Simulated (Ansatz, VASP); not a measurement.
## WSe2: VASP beside Ansatz

File INCAR:

```
SYSTEM = WSe2
ALGO = Normal ; EDIFF = 1E-6
ENCUT = 520 ; GGA = PS
ISIF = 2 ; ISMEAR = 0
LASPH = .TRUE. ; LCHARG = .TRUE.
LELF = .TRUE. ; LREAL = .FALSE.
LVHAR = .TRUE. ; LWAVE = .FALSE.
NBANDS = 20 ; NELM = 100
PREC = Accurate ; SIGMA = 0.05
```

Contents of KPOINTS:

```
k-points
0
G
  9 9 2
  0 0 0
```

POSCAR

```
WSe2
1.0
    3.3179375931      0.0000000000      0.0000000000
   -1.6589687966      2.8734182438      0.0000000000
    0.0000000000      0.0000000000     16.6581424200
W Se
1 2
Direct
    0.0000000000      0.0000000000      0.0000000000
    0.3333333333      0.6666666667      0.0997865200
    0.3333333333      0.6666666667      0.9002134800
```

Input for Ansatz:

```yaml
crystal:
  lattice:
    - [3.3179375931, 0.0, 0.0]
    - [-1.6589687966, 2.8734182438, 0.0]
    - [0.0, 0.0, 16.65814242]
  atoms:
    - { symbol: W, position: [0.0, 0.0, 0.0] }
    - { symbol: Se, position: [0.3333333333, 0.6666666667, 0.09978652] }
    - { symbol: Se, position: [0.3333333333, 0.6666666667, 0.90021348] }
basis:
  ecutwfc: 420
kpoints:
  mp_grid: { grid: [9, 9, 2] }
hamiltonian:
  xc: pbesol
scf:
  occupations: { method: gaussian, width: 0.05 }
output:
  forces: true
  stress: true
  eigenvalues: true
```

Alike in both runs: task single point; functional PBEsol; k mesh 9 × 9 × 2; occupations gaussian, width 0.05 eV; no spin polarisation.

|  | VASP | Ansatz |
| --- | --- | --- |
| version | VASP 6.6.1 | Ansatz 0.2.0 |
| potentials or method | VASP PAW PBE potentials, release 64 (W_sv, Se), cutoff 520 eV | scalar-relativistic, plane waves, PAW |
| valence electrons in the cell | 26 | 46 |

|  | VASP | Ansatz | Ansatz less VASP |
| --- | --- | --- | --- |
| gap on the k mesh at the Fermi level (eV) | 1.52 | 1.52 | +0.003 |
| least direct gap on the mesh (eV) | 1.52 | 1.52 | +0.003 |
| rms of the force components (eV/Å) | 0.034 | 0.061 | +0.0271 |

VASP's potentials were made for PBE, not for PBEsol. Atom by atom the forces differ by 0.027 eV/Å (rms over components). VASP's potentials hold 26 valence electrons a cell and Ansatz's 46, so a difference there can come from the potentials and not from the codes.

Neither program's run includes spin-orbit coupling.
